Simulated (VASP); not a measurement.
# Nb (P6_3/mmc) in VASP: further runs

The runs below take Nb through single point, with PBE.

Program: VASP 6.6.1. These are calculated values, not measurements. Logs are shortened: lines on timing, memory, paths and dates and some standing lists are left out, and cuts for length are marked.

### Step 1. The cell of the first run

The structure is hexagonal, space group P6_3/mmc (No. 194). The conventional cell has a = 2.783 Å, b = 2.783 Å, c = 10.237 Å, α = 90.00°, β = 90.00°, γ = 120.00°. Within 3.7 Å of Nb (site symmetry -3m) lie 12 Nb at 2.78 to 3.02 Å. Within 3.7 Å of Nb (site symmetry -6m2) lie 12 Nb at 2.78 to 3.02 Å.

This isn't the form of Nb at room conditions, which is bcc.

### Step 2. Single point, PBE, collinear spin (17.17 Å³/atom)

INCAR reads:

```
PREC = Accurate
ENCUT = 520
EDIFF = 1E-7
ISMEAR = -1
SIGMA = 0.05
LREAL = False
LASPH = True
NELM = 150
ALGO = Normal
ISIF = 2
LWAVE = False
LCHARG = False
ISPIN = 2
MAGMOM = 1 1 1 1
LORBIT = 11
LMAXMIX = 4
GGA = PE
NBANDS = 38
```

KPOINTS reads:

```
Automatic mesh
0
Gamma
  17 17 4
```

POSCAR reads:

```
Nb
1.0
    2.7830312637      0.0000000000      0.0000000000
   -1.3915156318      2.4101757739      0.0000000000
    0.0000000000      0.0000000000     10.2372152085
Nb
4
Direct
    0.0000000000      0.0000000000      0.0000000000
    0.0000000000      0.0000000000      0.5000000000
    0.3333333333      0.6666666667      0.2500000000
    0.6666666667      0.3333333333      0.7500000000
```

Potentials or basis: VASP PAW PBE potentials, release 64 (Nb_sv).

Run with:

```console
$ cat potpaw_PBE.64/Nb_sv/POTCAR > POTCAR
$ mpirun -np 1 vasp_std > vasp.out
```

OUTCAR:

```text
PREC = Accurate
   ENCUT = 520
   EDIFF = 1E-7
   ISMEAR = -1
   LREAL = False
   LASPH = True
   NELM = 150
   ISIF = 2
   ISPIN = 2
   LORBIT = 11
   GGA = PE

 ion  position               nearest neighbor table
   1  0.000  0.000  0.000-   3 3.02   4 3.02   3 3.02   4 3.02   4 3.02   3 3.02
   2  0.000  0.000  0.500-   3 3.02   4 3.02   3 3.02   4 3.02   4 3.02   3 3.02
   3  0.333  0.667  0.250-   1 3.02   2 3.02   1 3.02   2 3.02   1 3.02   2 3.02
   4  0.667  0.333  0.750-   1 3.02   2 3.02   1 3.02   2 3.02   1 3.02   2 3.02

  LATTYP: Found a hexagonal cell.
 ALAT       =     2.7830312637
 C/A-ratio  =     3.6784406061

  Lattice vectors:

 A1 = (   2.7830312637,   0.0000000000,   0.0000000000)
 A2 = (  -1.3915156318,   2.4101757739,   0.0000000000)
 A3 = (   0.0000000000,   0.0000000000,  10.2372152085)

Analysis of symmetry for initial positions (statically):
=====================================================================
 Subroutine PRICEL returns:
 Original cell was already a primitive cell.

 Routine SETGRP: Setting up the symmetry group for a
 hexagonal supercell.

 Subroutine GETGRP returns: Found 24 space group operations
 (whereof 12 operations were pure point group operations)
 out of a pool of 24 trial point group operations.

The static configuration has the point symmetry D_3d.
 The point group associated with its full space group is D_6h.

Analysis of symmetry for dynamics (positions and initial velocities):
=====================================================================
 Subroutine PRICEL returns:
 Original cell was already a primitive cell.

 Routine SETGRP: Setting up the symmetry group for a
 hexagonal supercell.

 Subroutine GETGRP returns: Found 24 space group operations
 (whereof 12 operations were pure point group operations)
 out of a pool of 24 trial point group operations.

The dynamic configuration has the point symmetry D_3d.
 The point group associated with its full space group is D_6h.

Analysis of structural, dynamic, and magnetic symmetry:
=====================================================================
 Subroutine PRICEL returns:
 Original cell was already a primitive cell.

 Routine SETGRP: Setting up the symmetry group for a
 hexagonal supercell.

 Subroutine GETGRP returns: Found 24 space group operations
 (whereof 12 operations were pure point group operations)
 out of a pool of 24 trial point group operations.

The overall configuration has the point symmetry D_3d.
 The point group associated with its full space group is D_6h.

 Subroutine INISYM returns: Found 24 space group operations
 (whereof 12 operations are pure point group operations),
 and found     1 'primitive' translations

----------------------------------------------------------------------------------------

                                     Primitive cell

  volume of cell :      68.6671

  direct lattice vectors                    reciprocal lattice vectors
     2.783031264  0.000000000  0.000000000     0.359320433  0.207453749  0.000000000
    -1.391515632  2.410175774  0.000000000     0.000000000  0.414907498  0.000000000
     0.000000000  0.000000000 10.237215209     0.000000000  0.000000000  0.097682815

  length of vectors
     2.783031264  2.783031264 10.237215209     0.414907498  0.414907498  0.097682815

  position of ions in fractional coordinates (direct lattice)
     0.000000000  0.000000000  0.000000000
     0.000000000  0.000000000  0.500000000
     0.333333333  0.666666667  0.250000000
     0.666666667  0.333333333  0.750000000

  ion indices of the primitive-cell ions
   primitive index   ion index
                 1           1
                 2           2
                 3           3
                 4           4

----------------------------------------------------------------------------------------

 KPOINTS: Automatic mesh

Automatic generation of k-mesh.
 Grid dimensions read from file:
 generate k-points for:   17   17    4

 Generating k-lattice:

  Cartesian coordinates                     Fractional coordinates (reciprocal lattice)
     0.021136496  0.012203162  0.000000000     0.058823529  0.000000000  0.000000000
     0.000000000  0.024406323  0.000000000     0.000000000  0.058823529  0.000000000
     0.000000000  0.000000000  0.024420704     0.000000000  0.000000000  0.250000000

  Length of vectors
     0.024406323  0.024406323  0.024420704

  Shift w.r.t. Gamma in fractional coordinates (k-lattice)
     0.000000000  0.000000000  0.000000000

 Subroutine IBZKPT returns following result:
 ===========================================

 Found     99 irreducible k-points:

 Following reciprocal coordinates:
            Coordinates               Weight
  0.000000  0.000000  0.000000      1.000000
  0.058824  0.000000  0.000000      6.000000
  0.117647  0.000000  0.000000      6.000000
  0.176471  0.000000  0.000000      6.000000
  0.235294  0.000000  0.000000      6.000000
  0.294118  0.000000  0.000000      6.000000
[... 16 lines left out ...]
  0.411765  0.117647  0.000000     12.000000
  0.176471  0.176471  0.000000      6.000000
 [... further k-points ...]
   k-points           NKPTS =     99   k-points in BZ     NKDIM =     99   number of bands    NBANDS=     38
   number of dos      NEDOS =    301   number of ions     NIONS =      4
   total plane-waves  NPLWV =  46080
   dimension x,y,z NGX =    24 NGY =   24 NGZ =   80
   dimension x,y,z NGXF=    48 NGYF=   48 NGZF=  160
   ions per type =               4
   NGX,Y,Z   is equivalent  to a cutoff of  14.34, 14.34, 12.99 a.u.
   NGXF,Y,Z  is equivalent  to a cutoff of  28.67, 28.67, 25.98 a.u.
 SYSTEM =  unknown system
   PREC   = accura    normal or accurate (medium, high low for compatibility)
   ISTART =      0    job   : 0-new  1-cont  2-samecut
   ICHARG =      2    charge: 1-file 2-atom 10-const
   ISPIN  =      2    spin polarized calculation?
   LNONCOLLINEAR =      F non collinear calculations
   LSORBIT =      F    spin-orbit coupling
   LASPH  =      T    aspherical Exc in radial PAW
   ENCUT  =  520.0 eV  38.22 Ry    6.18 a.u.   5.17  5.17 19.03*2*pi/ulx,y,z
   NELM   =    150;   NELMIN=  2; NELMDL= -5     # of ELM steps
   EDIFF  = 0.1E-06   stopping-criterion for ELM
   LREAL  =      F    real-space projection
   EDIFFG = 0.1E-05   stopping-criterion for IOM
   NSW    =      0    number of steps for IOM
   IBRION =     -1    ionic relax: 0-MD 1-quasi-New 2-CG
   NFREE  =      0    steps in history (QN), initial steepest desc. (CG)
   ISIF   =      2    stress and relaxation
   ISYM   =      2    0-nonsym 1-usesym 2-fastsym
   POTIM  = 0.5000    time-step for ionic-motion
   TEBEG  =    0.0;   TEEND  =   0.0 temperature during run
   PSTRESS=    0.0 pullay stress
   NELECT =      52.0000    total number of electrons
   NUPDOWN=      -1.0000    fix difference up-down
   EMIN   =  10.00;   EMAX   =-10.00  energy-range for DOS
   EFERMI =   0.00;   METHOD = LEGACY
   ISMEAR =    -1;   SIGMA  =   0.05  broadening in eV -4-tet -1-fermi 0-gaus
   EFERMI_NEDOS =   21; number of points for ismear=-14 and -15
   IALGO  =     38    algorithm
   IMIX   =      4    mixing-type and parameters
     AMIX     =   0.40;   BMIX     =  1.00
     AMIX_MAG =   1.60;   BMIX_MAG =  1.00
  volume/ion in A,a.u.               =      17.17       115.85
  Fermi-wavevector in a.u.,A,eV,Ry     =   1.492198  2.819845 30.295471  2.226654
  Thomas-Fermi vector in A             =   2.604756
   LORBIT       =     11    0 simple, 1 ext, 2 COOP (PROOUT), +10 PAW based schemes
   GGA     = PE    functional components
   LHFCALC =     F    Hartree Fock is set to
   AEXX    =    0.0000 exact exchange contribution
   IVDW    =     0    specifies the selected vdW correction
   LEPSILON=     F    determine dielectric tensor
   LRPA    =     F    only Hartree local field effects (RPA)
 spin polarized calculation
  energy-cutoff  :      520.00
  volume of cell :       68.67
 maximum number of plane-waves:      1866
 NGX is ok and might be reduce to    24
   NGX = 11   NGY = 11   NGZ = 39

 number of electron      52.0000000 magnetization       0.0001665

 Free energy of the ion-electron system (eV)
  ---------------------------------------------------
  ext. energy  EPLUGINS =         0.00000000
  ---------------------------------------------------
  free energy    TOTEN  =       -39.46556603 eV

  energy without entropy =      -39.42189649  energy(sigma->0) =      -39.44373126

 E-fermi :  12.2197     XC(G=0): -12.7334

 val. band max:       12.2183567654   @ k =   0.2353   0.1765   0.2500
 cond. band min:      12.2300322229   @ k =   0.4118  -0.0000   0.2500
 fundamental gap:      0.0116754576
 Fermi energy:        12.2197106558

 spin component 1

 k-point     1 :       0.0000    0.0000    0.0000
  band No.  band energies     occupation
      1     -42.4458      1.00000
      2     -42.3717      1.00000
      3     -42.3495      1.00000
      4     -42.2738      1.00000
      5     -19.0551      1.00000
      6     -18.4878      1.00000
[... 30 lines left out ...]
     37      16.2796      0.00000
     38      16.2796      0.00000
[... 941 lines left out ...]
     37      16.9297      0.00000
     38      17.2052      0.00000

 [... further k-points ...]

 spin component 2

 k-point     1 :       0.0000    0.0000    0.0000
  band No.  band energies     occupation
      1     -42.4458      1.00000
      2     -42.3717      1.00000
      3     -42.3495      1.00000
      4     -42.2738      1.00000
      5     -19.0551      1.00000
      6     -18.4878      1.00000
[... 30 lines left out ...]
     37      16.2796      0.00000
     38      16.2796      0.00000
[... 941 lines left out ...]
     37      16.9297      0.00000
     38      17.2021      0.00000

 [... further k-points ...]

------------------------ aborting loop because EDIFF is reached ----------------------------------------

  FORCE on cell =-STRESS in cart. coord.  units (eV):
  Direction    XX          YY          ZZ          XY          YZ          ZX
  --------------------------------------------------------------------------------------
  -------------------------------------------------------------------------------------
  Total        6.8973180      6.8973180      6.2390170      0.0000000      0.0000000     -0.0000000
  in kB      160.9319215    160.9319215    145.5720893      0.0000000      0.0000000     -0.0000000
  external PRESSURE =     155.8119775 kB  Pullay stress =       0.0000000 kB

 VOLUME and BASIS-vectors are now :
 -----------------------------------------------------------------------------
  energy-cutoff  :      520.00
  volume of cell :       68.67
      direct lattice vectors                 reciprocal lattice vectors
     2.783031264  0.000000000  0.000000000     0.359320433  0.207453749  0.000000000
    -1.391515632  2.410175774  0.000000000     0.000000000  0.414907498  0.000000000
     0.000000000  0.000000000 10.237215209     0.000000000  0.000000000  0.097682815

 POSITION                                       TOTAL-FORCE (eV/Angst)
 -----------------------------------------------------------------------------------
      0.00000      0.00000      0.00000        -0.000000      0.000000      0.000000
      0.00000      0.00000      5.11861        -0.000000      0.000000      0.000000
     -0.00000      1.60678      2.55930        -0.000000      0.000000      0.000000
      1.39152      0.80339      7.67791         0.000000     -0.000000     -0.000000
 -----------------------------------------------------------------------------------
    total drift:                               -0.000000      0.000000     -0.000000

  FREE ENERGIE OF THE ION-ELECTRON SYSTEM (eV)
  ---------------------------------------------------
  free  energy   TOTEN  =       -39.4655660346 eV

  energy  without entropy=      -39.4218964929  energy(sigma->0) =      -39.44373126

 total charge

# of ion       s       p       d       tot
------------------------------------------
    1        2.239   6.007   2.573  10.819
    2        2.239   6.007   2.573  10.819
    3        2.237   6.000   2.588  10.825
    4        2.237   6.000   2.588  10.825
--------------------------------------------------
tot          8.952  24.016  10.322  43.289

 magnetization (x)

# of ion       s       p       d       tot
------------------------------------------
    1       -0.000   0.000   0.000   0.000
    2       -0.000   0.000   0.000   0.000
    3        0.000  -0.000   0.000   0.000
    4        0.000  -0.000   0.000   0.000
--------------------------------------------------
tot         -0.000   0.000   0.000   0.000
```

It took 11 min on 1 thread of Oxide Virtual Turin-like, shared host; peak memory 0.43 GiB.

What came out:

```yaml
Free_energy: -39.4656 eV
Pressure: 15.6 GPa
Band_gap_on_the_k_mesh: zero (filled and empty bands overlap)
Net_moment: 0.00 μB per cell
Valence_electrons_inside_the_program's_atomic_spheres: Nb 10.82
```

Stress tensor (GPa, compression positive):
```
16.09  0.00  0.00
 0.00 16.09  0.00
 0.00  0.00 14.56
```

Caveat: the cell stands under pressure.

### Step 3. Single point, PBE, collinear spin (16.42 Å³/atom)

This run uses another cell than the first one, of 16.42 Å³/atom.

INCAR reads:

```
PREC = Accurate
ENCUT = 520
EDIFF = 1E-7
ISMEAR = -1
SIGMA = 0.05
LREAL = F
LASPH = T
NELM = 150
ALGO = Normal
ISIF = 2
LWAVE = F
LCHARG = F
ISPIN = 2
MAGMOM = 1 1 1 1
LORBIT = 11
LMAXMIX = 4
GGA = PE
NBANDS = 38
```

KPOINTS is that of step 2.

POSCAR reads:

```
Nb
1.0
    2.7420983874      0.0000000000      0.0000000000
   -1.3710491937      2.3747268631      0.0000000000
    0.0000000000      0.0000000000     10.0866460541
Nb
4
Direct
    0.0000000000      0.0000000000      0.0000000000
    0.0000000000      0.0000000000      0.5000000000
    0.3333333333      0.6666666667      0.2500000000
    0.6666666667      0.3333333333      0.7500000000
```

Potentials or basis: VASP PAW PBE potentials, release 64 (Nb_sv).

Run with:

```console
$ cat potpaw_PBE.64/Nb_sv/POTCAR > POTCAR
$ mpirun -np 1 vasp_std > vasp.out
```

Wall time 8.4 min (1 thread of Oxide Virtual Turin-like, shared host); peak memory 0.39 GiB.

The run converged. Its results:

```
Free energy                                           : -39.0790 eV
Pressure                                              : 26.0 GPa
Band gap on the k mesh                                : zero (filled and empty bands overlap)
Net moment                                            : 0.00 μB per cell
Valence electrons inside the program's atomic spheres : Nb 10.90
```

Stress tensor (GPa, compression positive):
```
26.61  0.00  0.00
 0.00 26.61  0.00
 0.00  0.00 24.68
```

Levels at points of the mesh, in eV from the Fermi level:
Spin up:
| k point | band 22 | band 23 | band 24 | band 25 | band 26 | band 27 | band 28 | band 29 | band 30 | band 31 |
| --- | --- | --- | --- | --- | --- | --- | --- | --- | --- | --- |
| (0.00, 0.00, 0.00) | -1.45 | -1.29 | 0.19 | 0.19 | 0.33 | 0.33 | 0.53 | 0.53 | 0.69 | 0.69 |
| (0.00, 0.00, 0.50) | -1.47 | -0.21 | -0.21 | 0.27 | 0.27 | 0.27 | 0.27 | 0.58 | 0.58 | 0.58 |
Spin down:
```
           k point  band 24  band 25  band 26  band 27  band 28  band 29
(0.00, 0.00, 0.00)     0.19     0.19     0.33     0.33     0.53     0.53
(0.00, 0.00, 0.50)    -0.21     0.27     0.27     0.27     0.27     0.58
```

Caveat: the cell stands under pressure.
